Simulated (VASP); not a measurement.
K: single point with PBEsol

Crystal: K.

```xyz
1
Lattice="-2.5772 2.5772 2.5772 2.5772 -2.5772 2.5772 2.5772 2.5772 -2.5772" Properties=species:S:1:pos:R:3 pbc="T T T"
K     0.0000    0.0000    0.0000
```

```json
{
  "Program": "VASP 6.6.1",
  "Task": "single point",
  "Functional": "PBEsol",
  "Potentials or basis": "VASP PAW PBE potentials, release 64 (K_sv)",
  "Cutoff": "520 eV",
  "k mesh": "14 × 14 × 14",
  "Occupations": "fermi-dirac, width 0.1 eV",
  "Spin": "no spin polarisation",
  "Dipole correction": "no",
  "Further INCAR settings": "ALGO = Normal; EDIFF = 1e-07; NBANDS = 10"
}
```

```yaml
Pressure: 0.1 GPa
Band_gap_on_the_k_mesh: zero (an odd number of electrons rules out a gap without spin polarisation)
```

Levels at points of the mesh, in eV from the Fermi level:
```tsv
k point	band 1	band 2	band 3	band 4	band 5	band 6	band 7	band 8
(0.00, 0.00, 0.00)	-31.95	-15.45	-15.45	-15.45	-2.26	4.36	4.36	4.36
(0.50, 0.00, 0.00)	-31.94	-15.54	-15.48	-15.45	0.44	0.73	3.19	5.03
(0.50, 0.50, 0.50)	-31.94	-15.52	-15.52	-15.52	1.64	1.64	3.66	3.66
```

Run time: 61 s on 1 thread of Intel(R) Xeon(R) Platinum 8488C (Sapphire Rapids), with other jobs on the host, peak memory 0.23 GiB.

Caveat: the PAW data sets were made with another functional, which shifts forces and pressure a little.
